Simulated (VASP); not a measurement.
# TaN (P6_3mc) in VASP: further runs

The runs below take TaN through electric field gradients, with PBEsol.

All numbers are computed with VASP 6.6.1; they aren't measurements. Logs are shortened: lines on timing, memory, paths and dates and some standing lists are left out, and cuts for length are marked.

## Step 1: The cell of the first run

It takes space group P6_3mc (No. 186, hexagonal). The conventional cell has a = 2.959 Å, b = 2.959 Å, c = 4.940 Å, α = 90.00°, β = 90.00°, γ = 120.00°. Within 2.4 Å of Ta (site symmetry 3m) lie 4 N at 1.80 to 1.90 Å. Within 2.4 Å of N (site symmetry 3m) lie 4 Ta at 1.80 to 1.90 Å.

## Step 2: Electric field gradients, PBEsol (equal xx and yy strain of -3 %)

INCAR reads:

```
PREC     = Accurate       # precision mode
ENCUT    = 520            # plane-wave cutoff, eV
EDIFF    = 1E-8           # SCF threshold, eV
ISMEAR   = -1             # smearing method
SIGMA    = 0.01           # smearing width, eV
LREAL    = False          # projectors in reciprocal space
LASPH    = True           # aspherical terms in the spheres
NELM     = 60             # most SCF steps
ALGO     = Normal         # electronic algorithm
ISIF     = 2              # what is computed and relaxed
LWAVE    = False          # write WAVECAR
LCHARG   = False          # write CHGCAR
GGA      = PS             # functional
LEFG     = True         
NBANDS   = 24             # bands
```

KPOINTS reads:

```
Automatic mesh
0
Gamma
  9 9 5
```

POSCAR reads:

```
TaN
1.0
    2.9585010578      0.0000000000      0.0000000000
   -1.4792505289      2.5621370732      0.0000000000
    0.0000000000      0.0000000000      4.9400000000
Ta N
2 2
Direct
    0.3333333333      0.6666666667      0.0000000000
    0.6666666667      0.3333333333      0.5000000000
    0.3333333333      0.6666666667      0.3850000000
    0.6666666667      0.3333333333      0.8850000000
```

Potentials or basis: VASP PAW PBE potentials, release 64 (Ta_pv, N).

The run is started by

```sh
$ cat potpaw_PBE.64/Ta_pv/POTCAR potpaw_PBE.64/N/POTCAR > POTCAR
$ mpirun -np 1 vasp_std > vasp.out
```

OUTCAR:

```text
PREC = Accurate
   ENCUT = 520
   EDIFF = 1E-8
   ISMEAR = -1
   LREAL = False
   LASPH = True
   NELM = 60
   ISIF = 2
   GGA = PS

 ion  position               nearest neighbor table
   1  0.333  0.667  0.000-   4 1.80   4 1.80   4 1.80   3 1.90   2 3.00   2 3.00   2 3.00   2 3.00
                             2 3.00   2 3.00
   2  0.667  0.333  0.500-   3 1.80   3 1.80   3 1.80   4 1.90   1 3.00   1 3.00   1 3.00   1 3.00
                             1 3.00   1 3.00
   3  0.333  0.667  0.385-   2 1.80   2 1.80   2 1.80   1 1.90
   4  0.667  0.333  0.885-   1 1.80   1 1.80   1 1.80   2 1.90

  LATTYP: Found a hexagonal cell.
 ALAT       =     2.9585010578
 C/A-ratio  =     1.6697644866

  Lattice vectors:

 A1 = (   2.9585010578,   0.0000000000,   0.0000000000)
 A2 = (  -1.4792505289,   2.5621370732,   0.0000000000)
 A3 = (   0.0000000000,   0.0000000000,   4.9400000000)

Analysis of symmetry for initial positions (statically):
=====================================================================
 Subroutine PRICEL returns:
 Original cell was already a primitive cell.

 Routine SETGRP: Setting up the symmetry group for a
 hexagonal supercell.

 Subroutine GETGRP returns: Found 12 space group operations
 (whereof  6 operations were pure point group operations)
 out of a pool of 24 trial point group operations.

The static configuration has the point symmetry C_3v.
 The point group associated with its full space group is C_6v.

Analysis of symmetry for dynamics (positions and initial velocities):
=====================================================================
 Subroutine PRICEL returns:
 Original cell was already a primitive cell.

 Routine SETGRP: Setting up the symmetry group for a
 hexagonal supercell.

 Subroutine GETGRP returns: Found 12 space group operations
 (whereof  6 operations were pure point group operations)
 out of a pool of 24 trial point group operations.

The dynamic configuration has the point symmetry C_3v.
 The point group associated with its full space group is C_6v.

 Subroutine INISYM returns: Found 12 space group operations
 (whereof  6 operations are pure point group operations),
 and found     1 'primitive' translations

----------------------------------------------------------------------------------------

                                     Primitive cell

  volume of cell :      37.4456

  direct lattice vectors                    reciprocal lattice vectors
     2.958501058  0.000000000  0.000000000     0.338009005  0.195149590  0.000000000
    -1.479250529  2.562137073  0.000000000     0.000000000  0.390299181  0.000000000
     0.000000000  0.000000000  4.940000000     0.000000000  0.000000000  0.202429150

  length of vectors
     2.958501058  2.958501058  4.940000000     0.390299181  0.390299181  0.202429150

  position of ions in fractional coordinates (direct lattice)
     0.333333333  0.666666667  0.000000000
     0.666666667  0.333333333  0.500000000
     0.333333333  0.666666667  0.385000000
     0.666666667  0.333333333  0.885000000

  ion indices of the primitive-cell ions
   primitive index   ion index
                 1           1
                 2           2
                 3           3
                 4           4

----------------------------------------------------------------------------------------

 KPOINTS: Automatic mesh

Automatic generation of k-mesh.
 Grid dimensions read from file:
 generate k-points for:    9    9    5

 Generating k-lattice:

  Cartesian coordinates                     Fractional coordinates (reciprocal lattice)
     0.037556556  0.021683288  0.000000000     0.111111111 -0.000000000  0.000000000
     0.000000000  0.043366576  0.000000000     0.000000000  0.111111111  0.000000000
     0.000000000  0.000000000  0.040485830     0.000000000  0.000000000  0.200000000

  Length of vectors
     0.043366576  0.043366576  0.040485830
[... 37 lines left out ...]
   number of dos      NEDOS =    301   number of ions     NIONS =      4
   total plane-waves  NPLWV =  23040
   dimension x,y,z NGX =    24 NGY =   24 NGZ =   40
   dimension x,y,z NGXF=    48 NGYF=   48 NGZF=   80
   ions per type =               2   2
   NGX,Y,Z   is equivalent  to a cutoff of  13.49, 13.49, 13.46 a.u.
   NGXF,Y,Z  is equivalent  to a cutoff of  26.97, 26.97, 26.92 a.u.
 SYSTEM =  unknown system
   PREC   = accura    normal or accurate (medium, high low for compatibility)
   ISTART =      0    job   : 0-new  1-cont  2-samecut
   ICHARG =      2    charge: 1-file 2-atom 10-const
   ISPIN  =      1    spin polarized calculation?
   LNONCOLLINEAR =      F non collinear calculations
   LSORBIT =      F    spin-orbit coupling
   LASPH  =      T    aspherical Exc in radial PAW
   ENCUT  =  520.0 eV  38.22 Ry    6.18 a.u.   5.50  5.50  9.19*2*pi/ulx,y,z
   NELM   =     60;   NELMIN=  2; NELMDL= -5     # of ELM steps
   EDIFF  = 0.1E-07   stopping-criterion for ELM
   LREAL  =      F    real-space projection
   EDIFFG = 0.1E-06   stopping-criterion for IOM
   NSW    =      0    number of steps for IOM
   IBRION =     -1    ionic relax: 0-MD 1-quasi-New 2-CG
   NFREE  =      0    steps in history (QN), initial steepest desc. (CG)
   ISIF   =      2    stress and relaxation
   ISYM   =      2    0-nonsym 1-usesym 2-fastsym
   POTIM  = 0.5000    time-step for ionic-motion
   TEBEG  =    0.0;   TEEND  =   0.0 temperature during run
   PSTRESS=    0.0 pullay stress
   NELECT =      32.0000    total number of electrons
   NUPDOWN=      -1.0000    fix difference up-down
   EMIN   =  10.00;   EMAX   =-10.00  energy-range for DOS
   EFERMI =   0.00;   METHOD = LEGACY
   ISMEAR =    -1;   SIGMA  =   0.01  broadening in eV -4-tet -1-fermi 0-gaus
   EFERMI_NEDOS =   21; number of points for ismear=-14 and -15
   IALGO  =     38    algorithm
   IMIX   =      4    mixing-type and parameters
     AMIX     =   0.40;   BMIX     =  1.00
     AMIX_MAG =   1.60;   BMIX_MAG =  1.00
  volume/ion in A,a.u.               =       9.36        63.17
  Fermi-wavevector in a.u.,A,eV,Ry     =   1.553547  2.935779 32.837786  2.413509
  Thomas-Fermi vector in A             =   2.657762
   LORBIT       =      0    0 simple, 1 ext, 2 COOP (PROOUT), +10 PAW based schemes
   GGA     = PS    functional components
   LHFCALC =     F    Hartree Fock is set to
   AEXX    =    0.0000 exact exchange contribution
   IVDW    =     0    specifies the selected vdW correction
   LEPSILON=     F    determine dielectric tensor
   LRPA    =     F    only Hartree local field effects (RPA)
 non-spin polarized calculation
  energy-cutoff  :      520.00
  volume of cell :       37.45
 maximum number of plane-waves:      1032
 NGX is ok and might be reduce to    24
   NGX = 11   NGY = 11   NGZ = 19

 number of electron      32.0000006 magnetization

 Free energy of the ion-electron system (eV)
  ---------------------------------------------------
  ext. energy  EPLUGINS =         0.00000000
  ---------------------------------------------------
  free energy    TOTEN  =       -38.36233853 eV

  energy without entropy =      -38.36132187  energy(sigma->0) =      -38.36183020

 E-fermi :  10.3055     XC(G=0): -14.0368

 val. band max:       10.2929860051   @ k =   0.1111   0.1111   0.4000
 cond. band min:      10.3142201080   @ k =   0.3333  -0.0000   0.2000
 fundamental gap:      0.0212341030
 Fermi energy:        10.3055172399

 k-point     1 :       0.0000    0.0000    0.0000
  band No.  band energies     occupation
      1     -25.8628      2.00000
      2     -24.5769      2.00000
      3     -24.5769      2.00000
      4     -24.3724      2.00000
      5     -24.3724      2.00000
      6     -24.2766      2.00000
[... 637 lines left out ...]
     23      18.9572      0.00000
     24      18.9572      0.00000

 [... further k-points ...]
[... 5 lines left out ...]
  --------------------------------------------------------------------------------------
  -------------------------------------------------------------------------------------
  Total       46.4148261     46.4148261     33.9065346      0.0000000     -0.0000000      0.0000000
  in kB     1985.9406768   1985.9406769   1450.7512374      0.0000000     -0.0000000      0.0000000
  external PRESSURE =    1807.5441970 kB  Pullay stress =       0.0000000 kB

 VOLUME and BASIS-vectors are now :
 -----------------------------------------------------------------------------
  energy-cutoff  :      520.00
  volume of cell :       37.45
      direct lattice vectors                 reciprocal lattice vectors
     2.958501058  0.000000000  0.000000000     0.338009005  0.195149590  0.000000000
    -1.479250529  2.562137073  0.000000000     0.000000000  0.390299181  0.000000000
     0.000000000  0.000000000  4.940000000     0.000000000  0.000000000  0.202429150

 POSITION                                       TOTAL-FORCE (eV/Angst)
 -----------------------------------------------------------------------------------
     -0.00000      1.70809      0.00000         0.000000      0.000000      4.272369
      1.47925      0.85405      2.47000        -0.000000      0.000000      4.272369
     -0.00000      1.70809      1.90190        -0.000000      0.000000     -4.272369
      1.47925      0.85405      4.37190         0.000000      0.000000     -4.272369
 -----------------------------------------------------------------------------------
    total drift:                               -0.000000     -0.000000     -0.000014

  FREE ENERGIE OF THE ION-ELECTRON SYSTEM (eV)
  ---------------------------------------------------
  free  energy   TOTEN  =       -38.3623385308 eV

  energy  without entropy=      -38.3613218671  energy(sigma->0) =      -38.36183020

 Electric field gradients (V/A^2)
---------------------------------------------------------------------
 ion       V_xx      V_yy      V_zz      V_xy      V_xz      V_yz
---------------------------------------------------------------------
   1     -85.266   -85.266   170.532     0.000    -0.000     0.000
   2     -85.266   -85.266   170.532     0.000     0.000    -0.000
   3      -5.646    -5.644    11.290     0.001     0.000    -0.000
   4      -5.646    -5.644    11.290     0.001    -0.000     0.000
---------------------------------------------------------------------

 Electric field gradients after diagonalization (V/A^2)
 (convention: |V_zz| > |V_xx| > |V_yy|)
----------------------------------------------------------------------
 ion       V_xx      V_yy      V_zz     asymmetry (V_yy - V_xx)/ V_zz
----------------------------------------------------------------------
   1     -85.267   -85.266   170.532       0.000
   2     -85.267   -85.266   170.532       0.000
   3      -5.647    -5.644    11.290       0.000
   4      -5.647    -5.644    11.290       0.000
----------------------------------------------------------------------

           NMR quadrupolar parameters

 Cq : quadrupolar parameter    Cq=e*Q*V_zz/h
 eta: asymmetry parameters     (V_yy - V_xx)/ V_zz
 Q  : nuclear electric quadrupole moment in mb (millibarn)
----------------------------------------------------------------------
 ion       Cq(MHz)       eta       Q (mb)
----------------------------------------------------------------------
   1       0.412       0.000       1.000
   2       0.412       0.000       1.000
   3       0.027       0.000       1.000
   4       0.027       0.000       1.000
----------------------------------------------------------------------
```

Run time: 23 s. Hardware: 1 thread of Intel Xeon Platinum 8488C (Sapphire Rapids), shared host; peak memory 0.17 GiB.

What came out:

| Item | Value |
| --- | --- |
| Free energy | -38.3623 eV |
| Pressure | 180.8 GPa |
| Largest force | 4.272 eV/Å |
| Band gap on the k mesh | zero (band 16 reaches 10.93 eV, above the bottom of band 17 at 8.46 eV) |

Forces on the atoms (eV/Å):
```
Ta   0.000  0.000  4.272
Ta   0.000  0.000  4.272
N    0.000  0.000 -4.272
N    0.000  0.000 -4.272
```

Levels at points of the mesh, in eV from the Fermi level:
```tsv
k point	band 14	band 15	band 16	band 17	band 18	band 19
(0.00, 0.00, 0.00)	-7.83	-0.75	-0.75	-0.22	2.52	2.85
```

Electric field gradients, principal values (V/Å²):
| atom | least | middle | greatest (by size) |
| --- | --- | --- | --- |
| 1 Ta | -85.266 | -85.267 | 170.532 |
| 2 Ta | -85.266 | -85.267 | 170.532 |
| 3 N | -5.644 | -5.647 | 11.290 |
| 4 N | -5.644 | -5.647 | 11.290 |

Caveat: the cell differs from its parent crystal (equal xx and yy strain of -3 %); without QUAD_EFG the Cq values of the log hold for a quadrupole moment of 1 mb, not for the nuclei; the PAW data sets were made with another functional, which shifts forces and pressure a little; spin-orbit coupling is left out, which moves the levels of the heavy elements.

## Step 3: Electric field gradients, PBEsol (equal xx and yy strain of -3 %)

INCAR reads:

```
SYSTEM = TaN
  ALGO = Normal
  EDIFF = 1E-8
  ENCUT = 520
  GGA = PS
  ISIF = 2
  ISMEAR = -1
  LASPH = .TRUE.
  LCHARG = .FALSE.
  LEFG = .TRUE.
  LREAL = .FALSE.
  LWAVE = .FALSE.
  NBANDS = 24
  NELM = 100
  PREC = Accurate
  SIGMA = 0.01
```

KPOINTS reads:

```
k-points
0
G
  9 9 5
  0 0 0
```

POSCAR is that of step 2.

Potentials or basis: VASP PAW PBE potentials, release 64 (Ta_pv, N).

The run is started by

```sh
$ cat potpaw_PBE.64/Ta_pv/POTCAR potpaw_PBE.64/N/POTCAR > POTCAR
$ mpirun -np 1 vasp_std > vasp.out
```

OUTCAR:

```text
SYSTEM = TaN
   EDIFF = 1E-8
   ENCUT = 520
   GGA = PS
   ISIF = 2
   ISMEAR = -1
   LASPH = .TRUE.
   LREAL = .FALSE.
   NELM = 100
   PREC = Accurate

 ion  position               nearest neighbor table
   1  0.333  0.667  0.000-   4 1.80   4 1.80   4 1.80   3 1.90   2 3.00   2 3.00   2 3.00   2 3.00
                             2 3.00   2 3.00
   2  0.667  0.333  0.500-   3 1.80   3 1.80   3 1.80   4 1.90   1 3.00   1 3.00   1 3.00   1 3.00
                             1 3.00   1 3.00
   3  0.333  0.667  0.385-   2 1.80   2 1.80   2 1.80   1 1.90
   4  0.667  0.333  0.885-   1 1.80   1 1.80   1 1.80   2 1.90

  LATTYP: Found a hexagonal cell.
 ALAT       =     2.9585010578
 C/A-ratio  =     1.6697644866

  Lattice vectors:

 A1 = (   2.9585010578,   0.0000000000,   0.0000000000)
 A2 = (  -1.4792505289,   2.5621370732,   0.0000000000)
 A3 = (   0.0000000000,   0.0000000000,   4.9400000000)

Analysis of symmetry for initial positions (statically):
=====================================================================
 Subroutine PRICEL returns:
 Original cell was already a primitive cell.

[... 854 lines left out ...]
      1.47925      0.85405      2.47000        -0.000000      0.000000      4.272369
     -0.00000      1.70809      1.90190        -0.000000      0.000000     -4.272369
      1.47925      0.85405      4.37190         0.000000      0.000000     -4.272369
 -----------------------------------------------------------------------------------
    total drift:                               -0.000000     -0.000000     -0.000014

  FREE ENERGIE OF THE ION-ELECTRON SYSTEM (eV)
  ---------------------------------------------------
  free  energy   TOTEN  =       -38.3623385308 eV

  energy  without entropy=      -38.3613218671  energy(sigma->0) =      -38.36183020

 Electric field gradients (V/A^2)
---------------------------------------------------------------------
 ion       V_xx      V_yy      V_zz      V_xy      V_xz      V_yz
---------------------------------------------------------------------
   1     -85.266   -85.266   170.532     0.000    -0.000     0.000
   2     -85.266   -85.266   170.532     0.000     0.000    -0.000
   3      -5.646    -5.644    11.290     0.001     0.000    -0.000
   4      -5.646    -5.644    11.290     0.001    -0.000     0.000
---------------------------------------------------------------------

 Electric field gradients after diagonalization (V/A^2)
 (convention: |V_zz| > |V_xx| > |V_yy|)
----------------------------------------------------------------------
 ion       V_xx      V_yy      V_zz     asymmetry (V_yy - V_xx)/ V_zz
----------------------------------------------------------------------
   1     -85.267   -85.266   170.532       0.000
   2     -85.267   -85.266   170.532       0.000
   3      -5.647    -5.644    11.290       0.000
   4      -5.647    -5.644    11.290       0.000
----------------------------------------------------------------------

           NMR quadrupolar parameters

 Cq : quadrupolar parameter    Cq=e*Q*V_zz/h
 eta: asymmetry parameters     (V_yy - V_xx)/ V_zz
 Q  : nuclear electric quadrupole moment in mb (millibarn)
----------------------------------------------------------------------
 ion       Cq(MHz)       eta       Q (mb)
----------------------------------------------------------------------
   1       0.412       0.000       1.000
   2       0.412       0.000       1.000
   3       0.027       0.000       1.000
   4       0.027       0.000       1.000
----------------------------------------------------------------------
```

Wall time 24 s (1 thread of Intel Xeon Platinum 8488C (Sapphire Rapids), shared host); peak memory 0.17 GiB.

What came out:

| Quantity | Value |
| --- | --- |
| Free energy | -38.3623 eV |
| Pressure | 180.8 GPa |
| Largest force | 4.272 eV/Å |
| Band gap on the k mesh | zero (band 16 reaches 10.93 eV, above the bottom of band 17 at 8.46 eV) |

Forces in eV/Å, atoms in the order of the input:
```
Ta   0.000  0.000  4.272
Ta   0.000  0.000  4.272
N    0.000  0.000 -4.272
N    0.000  0.000 -4.272
```

Stress tensor (GPa, compression positive):
```
198.59   0.00   0.00
  0.00 198.59   0.00
  0.00   0.00 145.08
```

Levels at points of the mesh, in eV from the Fermi level:
```
           k point  band 12  band 13  band 14  band 15  band 16  band 17  band 18  band 19  band 20  band 21
(0.00, 0.00, 0.00)    -8.32    -8.32    -7.83    -0.75    -0.75    -0.22     2.52     2.85     2.85     4.68
```

Electric field gradients, principal values (V/Å²):
```csv
atom,least,middle,greatest (by size)
1 Ta,-85.266,-85.267,170.532
2 Ta,-85.266,-85.267,170.532
3 N,-5.644,-5.647,11.290
4 N,-5.644,-5.647,11.290
```

Caveat: the cell differs from its parent crystal (equal xx and yy strain of -3 %); without QUAD_EFG the Cq values of the log hold for a quadrupole moment of 1 mb, not for the nuclei; the PAW data sets were made with another functional, which shifts forces and pressure a little; spin-orbit coupling is left out, which moves the levels of the heavy elements.

(Continued in part 2 of 3.)
